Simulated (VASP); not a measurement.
Runs of VASP 6.6.1 on SrO (sol). The structure is that of space group Fm-3m (No. 225), or close to it. The cells are those of the table. 

```tsv
task	cell	cutoff (eV)	smearing	gap on the mesh (eV)	pressure (GPa)
single point	a = 3.622 Å, angles 60.0°, 2 atoms	520	gaussian 0.01 eV	3.15	0.6
relaxation of cell and atoms	relaxed from a = 3.649 Å, angles 60.0°, 2 atoms	600	gaussian 0.02 eV	3.15	0.0
single point	a = 3.649 Å, angles 60.0°, 2 atoms	520	gaussian 0.1 eV	3.16	(a)
single point	a = 3.622 Å, angles 60.0°, 2 atoms	520	gaussian 0.02 eV	3.15	0.6
```

Alike in all rows: level PBEsol; potentials or basis VASP PAW PBE potentials, release 64 (Sr_sv, O); no spin polarisation; k mesh 6 × 6 × 6.

Problem. Fill in the values left out.

Solution. (a) -1.4.

Caveats: the PAW data sets were made with another functional, which shifts forces and pressure a little.

A k mesh can miss the band edges, and the runs leave out spin-orbit coupling on Sr.
